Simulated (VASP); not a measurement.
Here is a VASP 6.6.1 calculation.

Contents of INCAR:

```
SYSTEM = Be3ZnSe4
PREC = Accurate
ENCUT = 520
EDIFF = 1E-7
ISMEAR = 0
SIGMA = 0.02
LREAL = .FALSE.
LASPH = .TRUE.
NELM = 80
ALGO = Normal
ISIF = 2
LWAVE = .FALSE.
LCHARG = .FALSE.
GGA = PE
NBANDS = 31
```

File KPOINTS:

```
Automatic mesh
0
G
  6 6 6
  0 0 0
```

Contents of POSCAR:

```
Be3ZnSe4
1.0
   -2.6611407435      2.6611407435      5.2987228709
    2.6611407435     -2.6611407435      5.2987228709
    2.6611407435      2.6611407435     -5.2987228709
Be Zn Se
3 1 4
Direct
    0.7500000000      0.2500000000      0.5000000000
    0.2500000000      0.7500000000      0.5000000000
    0.5000000000      0.5000000000      0.0000000000
    0.0000000000      0.0000000000      0.0000000000
    0.3981458419      0.8649631783      0.0000000000
    0.8649631783      0.3981458419      0.0000000000
    0.6018541581      0.6018541581      0.4668173364
    0.1350368217      0.1350368217      0.5331826636
```

Potentials or basis: VASP PAW PBE potentials, release 64 (Be, Zn, Se).

Launch:

```bash
$ cat potpaw_PBE.64/Be/POTCAR potpaw_PBE.64/Zn/POTCAR potpaw_PBE.64/Se/POTCAR > POTCAR
$ mpirun -np 1 vasp_std > vasp.out
```

(1) Predict the pressure.

(2) What does it give for the band gap on the k mesh?

(3) Predict the largest force.

Results:

(1) 0.2 GPa.

(2) 2.73 eV, direct.

(3) 0.010 eV/Å.
